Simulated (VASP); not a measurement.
# TiO2 (Rutile) (P4_2/mnm) in VASP: further runs

TiO2 (Rutile) is run at these levels: PBE; tasks: single point.

Everything below comes from runs of VASP 6.6.1. Logs are shortened: lines on timing, memory, paths and dates and some standing lists are left out, and cuts for length are marked.

### Step 1. The cell of the first run

Symmetry: P4_2/mnm, No. 136, tetragonal system. Conventional cell: a = 4.500 Å, b = 4.500 Å, c = 2.899 Å, α = 90.00°, β = 90.00°, γ = 90.00°. Within 2.5 Å of Ti (site symmetry mmm) lie 6 O at 1.92 Å. O (site symmetry m2m) has 3 Ti at 1.92 Å within 2.5 Å.

### Step 2. Single point, PBE (volume scaled by 0.94, then relaxed in part)

INCAR

```
SYSTEM = TiO2
ALGO     = Normal         ! electronic algorithm
EDIFF    = 1E-6           ! SCF threshold, eV
ENCUT    = 520            ! plane-wave cutoff, eV
GGA      = PE             ! functional
ISIF     = 2              ! what is computed and relaxed
ISMEAR   = -1             ! smearing method
LASPH    = .TRUE.         ! aspherical terms in the spheres
LCHARG   = .TRUE.         ! write CHGCAR
LELF     = .TRUE.         ! ELF
LREAL    = .FALSE.        ! projectors in reciprocal space
LVHAR    = .TRUE.       
LWAVE    = .FALSE.        ! write WAVECAR
NBANDS   = 33             ! bands
NELM     = 100            ! most SCF steps
PREC     = Accurate       ! precision mode
SIGMA    = 0.02           ! smearing width, eV
```

KPOINTS

```
k-points
0
G
  7 7 10
  0 0 0
```

POSCAR

```
TiO2
1.0
    4.5002185834      0.0000000000      0.0000000000
    0.0000000000      4.5002185834      0.0000000000
    0.0000000000      0.0000000000      2.8985952957
Ti O
2 4
Direct
    0.0000000000      0.0000000000      0.0000000000
    0.5000000000      0.5000000000      0.5000000000
    0.3023780221      0.3023780221      0.0000000000
    0.1976219779      0.8023780221      0.5000000000
    0.6976219779      0.6976219779      0.0000000000
    0.8023780221      0.1976219779      0.5000000000
```

Potentials or basis: VASP PAW PBE potentials, release 64 (Ti_sv, O).

Command:

```
> cat potpaw_PBE.64/Ti_sv/POTCAR potpaw_PBE.64/O/POTCAR > POTCAR
> mpirun -np 1 vasp_std > vasp.out
```

OUTCAR:

```text
SYSTEM = TiO2
   EDIFF = 1E-6
   ENCUT = 520
   GGA = PE
   ISIF = 2
   ISMEAR = -1
   LASPH = .TRUE.
   LREAL = .FALSE.
   NELM = 100
   PREC = Accurate

 ion  position               nearest neighbor table
   1  0.000  0.000  0.000-   4 1.92   6 1.92   4 1.92   6 1.92   5 1.92   3 1.92
   2  0.500  0.500  0.500-   3 1.92   5 1.92   3 1.92   5 1.92   4 1.92   6 1.92
   3  0.302  0.302  0.000-   2 1.92   2 1.92   1 1.92
   4  0.198  0.802  0.500-   1 1.92   1 1.92   2 1.92
   5  0.698  0.698  0.000-   2 1.92   2 1.92   1 1.92
   6  0.802  0.198  0.500-   1 1.92   1 1.92   2 1.92

  LATTYP: Found a simple tetragonal cell.
 ALAT       =     4.5002185834
 C/A-ratio  =     0.6441010013

  Lattice vectors:

 A1 = (   4.5002185834,   0.0000000000,   0.0000000000)
 A2 = (   0.0000000000,   4.5002185834,   0.0000000000)
 A3 = (   0.0000000000,   0.0000000000,   2.8985952957)

Analysis of symmetry for initial positions (statically):
=====================================================================
 Subroutine PRICEL returns:
 Original cell was already a primitive cell.

 Routine SETGRP: Setting up the symmetry group for a
 simple tetragonal supercell.

 Subroutine GETGRP returns: Found 16 space group operations
 (whereof  8 operations were pure point group operations)
 out of a pool of 16 trial point group operations.

The static configuration has the point symmetry D_2h.
 The point group associated with its full space group is D_4h.

Analysis of symmetry for dynamics (positions and initial velocities):
=====================================================================
 Subroutine PRICEL returns:
 Original cell was already a primitive cell.

 Routine SETGRP: Setting up the symmetry group for a
 simple tetragonal supercell.

 Subroutine GETGRP returns: Found 16 space group operations
 (whereof  8 operations were pure point group operations)
 out of a pool of 16 trial point group operations.

The dynamic configuration has the point symmetry D_2h.
 The point group associated with its full space group is D_4h.

 Subroutine INISYM returns: Found 16 space group operations
 (whereof  8 operations are pure point group operations),
 and found     1 'primitive' translations

----------------------------------------------------------------------------------------

                                     Primitive cell

  volume of cell :      58.7023

  direct lattice vectors                    reciprocal lattice vectors
     4.500218583  0.000000000  0.000000000     0.222211429  0.000000000  0.000000000
     0.000000000  4.500218583  0.000000000     0.000000000  0.222211429  0.000000000
     0.000000000  0.000000000  2.898595296     0.000000000  0.000000000  0.344994695

  length of vectors
     4.500218583  4.500218583  2.898595296     0.222211429  0.222211429  0.344994695

  position of ions in fractional coordinates (direct lattice)
     0.000000000  0.000000000  0.000000000
     0.500000000  0.500000000  0.500000000
     0.302378022  0.302378022  0.000000000
     0.197621978  0.802378022  0.500000000
     0.697621978  0.697621978  0.000000000
     0.802378022  0.197621978  0.500000000

  ion indices of the primitive-cell ions
   primitive index   ion index
                 1           1
                 2           2
                 3           3
                 4           4
                 5           5
                 6           6

----------------------------------------------------------------------------------------

 KPOINTS: k-points

Automatic generation of k-mesh.
 Grid dimensions read from file:
 generate k-points for:    7    7   10

 Generating k-lattice:

  Cartesian coordinates                     Fractional coordinates (reciprocal lattice)
     0.031744490  0.000000000  0.000000000     0.142857143  0.000000000  0.000000000
     0.000000000  0.031744490  0.000000000     0.000000000  0.142857143  0.000000000
     0.000000000  0.000000000  0.034499470     0.000000000  0.000000000  0.100000000

  Length of vectors
     0.031744490  0.031744490  0.034499470

  Shift w.r.t. Gamma in fractional coordinates (k-lattice)
     0.000000000  0.000000000  0.000000000

 Subroutine IBZKPT returns following result:
 ===========================================

 Found     60 irreducible k-points:

 Following reciprocal coordinates:
            Coordinates               Weight
  0.000000  0.000000  0.000000      1.000000
  0.142857  0.000000  0.000000      4.000000
  0.285714  0.000000  0.000000      4.000000
  0.428571  0.000000  0.000000      4.000000
  0.142857  0.142857  0.000000      4.000000
  0.285714  0.142857  0.000000      8.000000
[... 16 lines left out ...]
  0.285714  0.000000  0.200000      8.000000
  0.428571  0.000000  0.200000      8.000000
 [... further k-points ...]
   k-points           NKPTS =     60   k-points in BZ     NKDIM =     60   number of bands    NBANDS=     33
   number of dos      NEDOS =    301   number of ions     NIONS =      6
   total plane-waves  NPLWV =  31104
   dimension x,y,z NGX =    36 NGY =   36 NGZ =   24
   dimension x,y,z NGXF=    72 NGYF=   72 NGZF=   48
   ions per type =               2   4
   NGX,Y,Z   is equivalent  to a cutoff of  13.30, 13.30, 13.76 a.u.
   NGXF,Y,Z  is equivalent  to a cutoff of  26.60, 26.60, 27.53 a.u.
 SYSTEM =  TiO2
   PREC   = accura    normal or accurate (medium, high low for compatibility)
   ISTART =      0    job   : 0-new  1-cont  2-samecut
   ICHARG =      2    charge: 1-file 2-atom 10-const
   ISPIN  =      1    spin polarized calculation?
   LNONCOLLINEAR =      F non collinear calculations
   LSORBIT =      F    spin-orbit coupling
   LASPH  =      T    aspherical Exc in radial PAW
   ENCUT  =  520.0 eV  38.22 Ry    6.18 a.u.   8.37  8.37  5.39*2*pi/ulx,y,z
   NELM   =    100;   NELMIN=  2; NELMDL= -5     # of ELM steps
   EDIFF  = 0.1E-05   stopping-criterion for ELM
   LREAL  =      F    real-space projection
   EDIFFG = 0.1E-04   stopping-criterion for IOM
   NSW    =      0    number of steps for IOM
   IBRION =     -1    ionic relax: 0-MD 1-quasi-New 2-CG
   NFREE  =      0    steps in history (QN), initial steepest desc. (CG)
   ISIF   =      2    stress and relaxation
   ISYM   =      2    0-nonsym 1-usesym 2-fastsym
   POTIM  = 0.5000    time-step for ionic-motion
   TEBEG  =    0.0;   TEEND  =   0.0 temperature during run
   PSTRESS=    0.0 pullay stress
   NELECT =      48.0000    total number of electrons
   NUPDOWN=      -1.0000    fix difference up-down
   EMIN   =  10.00;   EMAX   =-10.00  energy-range for DOS
   EFERMI =   0.00;   METHOD = LEGACY
   ISMEAR =    -1;   SIGMA  =   0.02  broadening in eV -4-tet -1-fermi 0-gaus
   EFERMI_NEDOS =   21; number of points for ismear=-14 and -15
   IALGO  =     38    algorithm
   IMIX   =      4    mixing-type and parameters
     AMIX     =   0.40;   BMIX     =  1.00
     AMIX_MAG =   1.60;   BMIX_MAG =  1.00
  volume/ion in A,a.u.               =       9.78        66.02
  Fermi-wavevector in a.u.,A,eV,Ry     =   1.530865  2.892916 31.885914  2.343549
  Thomas-Fermi vector in A             =   2.638289
   LORBIT       =      0    0 simple, 1 ext, 2 COOP (PROOUT), +10 PAW based schemes
   GGA     = PE    functional components
[... 5 lines left out ...]
 non-spin polarized calculation
  energy-cutoff  :      520.00
  volume of cell :       58.70
 maximum number of plane-waves:      1596
 NGX is ok and might be reduce to    36
   NGX = 17   NGY = 17   NGZ = 11

 number of electron      47.9999993 magnetization

 Free energy of the ion-electron system (eV)
  ---------------------------------------------------
  ext. energy  EPLUGINS =         0.00000000
  ---------------------------------------------------
  free energy    TOTEN  =       -53.32478594 eV

  energy without entropy =      -53.32478594  energy(sigma->0) =      -53.32478594

 E-fermi :   6.0408     XC(G=0): -11.7498

 val. band max:        5.5516714187   @ k =   0.0000   0.0000   0.0000
 cond. band min:       7.4688459270   @ k =   0.0000   0.0000   0.0000
 fundamental gap:      1.9171745083
 Fermi energy:         6.0408436973

 k-point     1 :       0.0000    0.0000    0.0000
  band No.  band energies     occupation
      1     -51.2173      2.00000
      2     -51.1933      2.00000
      3     -27.5928      2.00000
      4     -27.5928      2.00000
      5     -27.3806      2.00000
      6     -27.3806      2.00000
[... 25 lines left out ...]
     32      12.5579      0.00000
     33      12.5581      0.00000

 k-point     2 :       0.1429    0.0000    0.0000
  band No.  band energies     occupation
      1     -51.2161      2.00000
      2     -51.1945      2.00000
      3     -27.5839      2.00000
      4     -27.5829      2.00000
      5     -27.3918      2.00000
      6     -27.3908      2.00000
[... 25 lines left out ...]
     32      12.4732      0.00000
     33      12.4919      0.00000

 k-point     3 :       0.2857    0.0000    0.0000
  band No.  band energies     occupation
      1     -51.2128      2.00000
      2     -51.1978      2.00000
      3     -27.5584      2.00000
      4     -27.5553      2.00000
      5     -27.4223      2.00000
      6     -27.4190      2.00000
[... 25 lines left out ...]
     32      12.2804      0.00000
     33      12.3268      0.00000

 k-point     4 :       0.4286    0.0000    0.0000
  band No.  band energies     occupation
      1     -51.2079      2.00000
      2     -51.2026      2.00000
      3     -27.5229      2.00000
      4     -27.5191      2.00000
      5     -27.4607      2.00000
      6     -27.4568      2.00000
[... 25 lines left out ...]
     32      12.1336      0.00000
     33      12.1639      0.00000

 k-point     5 :       0.1429    0.1429    0.0000
  band No.  band energies     occupation
      1     -51.2150      2.00000
      2     -51.1955      2.00000
      3     -27.5962      2.00000
      4     -27.5538      2.00000
      5     -27.4228      2.00000
      6     -27.3785      2.00000
[... 604 lines left out ...]
 k-point    22 :       0.1429    0.0000    0.2000
  band No.  band energies     occupation
      1     -51.1961      2.00000
      2     -51.1785      2.00000
      3     -27.5467      2.00000
      4     -27.5347      2.00000
      5     -27.5002      2.00000
      6     -27.4851      2.00000
[... 25 lines left out ...]
     32      11.9264      0.00000
     33      12.0741      0.00000

 k-point    23 :       0.2857    0.0000    0.2000
  band No.  band energies     occupation
      1     -51.1933      2.00000
      2     -51.1812      2.00000
      3     -27.5489      2.00000
      4     -27.5220      2.00000
      5     -27.4912      2.00000
      6     -27.4751      2.00000
[... 25 lines left out ...]
     32      11.5610      0.00000
     33      12.0307      0.00000

 k-point    24 :       0.4286    0.0000    0.2000
  band No.  band energies     occupation
      1     -51.1894      2.00000
      2     -51.1851      2.00000
      3     -27.5418      2.00000
      4     -27.5284      2.00000
      5     -27.4739      2.00000
      6     -27.4567      2.00000
[... 25 lines left out ...]
     32      11.3078      0.00000
     33      12.3289      0.00000

 [... further k-points ...]
[... 5 lines left out ...]
  --------------------------------------------------------------------------------------
  -------------------------------------------------------------------------------------
  Total        7.9202743      7.9202743      8.9197050     -0.0000000      0.0000000      0.0000000
  in kB      216.1702908    216.1702908    243.4480339     -0.0000000      0.0000000      0.0000000
  external PRESSURE =     225.2628718 kB  Pullay stress =       0.0000000 kB

 VOLUME and BASIS-vectors are now :
 -----------------------------------------------------------------------------
  energy-cutoff  :      520.00
  volume of cell :       58.70
      direct lattice vectors                 reciprocal lattice vectors
     4.500218583  0.000000000  0.000000000     0.222211429  0.000000000  0.000000000
     0.000000000  4.500218583  0.000000000     0.000000000  0.222211429  0.000000000
     0.000000000  0.000000000  2.898595296     0.000000000  0.000000000  0.344994695

 POSITION                                       TOTAL-FORCE (eV/Angst)
 -----------------------------------------------------------------------------------
      0.00000      0.00000      0.00000         0.000000      0.000000      0.000000
      2.25011      2.25011      1.44930         0.000000      0.000000      0.000000
      1.36077      1.36077      0.00000        -0.017378     -0.017378      0.000000
      0.88934      3.61088      1.44930         0.017378     -0.017378      0.000000
      3.13945      3.13945      0.00000         0.017378      0.017378      0.000000
      3.61088      0.88934      1.44930        -0.017378      0.017378      0.000000
 -----------------------------------------------------------------------------------
    total drift:                                0.000000      0.000000      0.000000

  FREE ENERGIE OF THE ION-ELECTRON SYSTEM (eV)
  ---------------------------------------------------
  free  energy   TOTEN  =       -53.3247859440 eV

  energy  without entropy=      -53.3247859440  energy(sigma->0) =      -53.32478594
```

Wall time 81 s (1 thread of Intel Xeon Platinum 8488C (Sapphire Rapids), shared host); peak memory 0.23 GiB.

Results:

| Item | Value |
| --- | --- |
| Free energy | -53.3248 eV |
| Pressure | 22.5 GPa |
| Largest force | 0.025 eV/Å |
| Band gap on the k mesh | 1.92 eV, direct |

Forces on the atoms (eV/Å):
```
Ti   0.000  0.000  0.000
Ti   0.000  0.000  0.000
O   -0.017 -0.017  0.000
O    0.017 -0.017  0.000
O    0.017  0.017  0.000
O   -0.017  0.017  0.000
```

### Step 3. Single point, PBE (volume scaled by 0.96, then relaxed in part)

INCAR

```
ALGO = Normal
EDIFF = 1E-7
ENCUT = 520
GGA = PE
ISIF = 2
ISMEAR = -1
LASPH = T
LCHARG = T
LELF = T
LREAL = F
LVHAR = T
LWAVE = F
NBANDS = 33
NELM = 80
PREC = Accurate
SIGMA = 0.02
```

KPOINTS

```
k-points
0
Gamma
  7 7 10
```

POSCAR

```
TiO2
1.0
    4.5319113078      0.0000000000      0.0000000000
    0.0000000000      4.5319113078      0.0000000000
    0.0000000000      0.0000000000      2.9190086112
Ti O
2 4
Direct
    0.0000000000      0.0000000000      0.0000000000
    0.5000000000      0.5000000000      0.5000000000
    0.3029623401      0.3029623401      0.0000000000
    0.1970376599      0.8029623401      0.5000000000
    0.6970376599      0.6970376599      0.0000000000
    0.8029623401      0.1970376599      0.5000000000
```

Potentials or basis: VASP PAW PBE potentials, release 64 (Ti_sv, O).

Command:

```
> cat potpaw_PBE.64/Ti_sv/POTCAR potpaw_PBE.64/O/POTCAR > POTCAR
> mpirun -np 1 vasp_std > vasp.out
```

It took 91 s on 1 thread of Intel Xeon Platinum 8488C (Sapphire Rapids), shared host; peak memory 0.23 GiB.

It converged, with:

- Free energy: -53.4769 eV
- Pressure: 16.2 GPa
- Largest force: 0.024 eV/Å
- Band gap on the k mesh: 1.89 eV, direct

Forces on the atoms (eV/Å):
```
Ti   0.000  0.000  0.000
Ti   0.000  0.000  0.000
O   -0.017 -0.017  0.000
O    0.017 -0.017  0.000
O    0.017  0.017  0.000
O   -0.017  0.017  0.000
```

Stress tensor (GPa, compression positive):
```
15.68  0.00  0.00
 0.00 15.68  0.00
 0.00  0.00 17.25
```

Levels at points of the mesh, in eV from the valence-band top:
```csv
k point,band 20,band 21,band 22,band 23,band 24,band 25,band 26,band 27,band 28,band 29
"(0.00, 0.00, 0.00)",-2.06,-0.73,-0.49,-0.49,0.00,1.89,2.17,2.45,2.58,2.58
"(0.00, 0.00, 0.50)",-2.86,-2.58,-2.58,-1.47,-1.47,3.12,3.12,3.33,3.33,3.80
```

 A k mesh can miss the band edges.

(Part 1 of 2 ends here.)
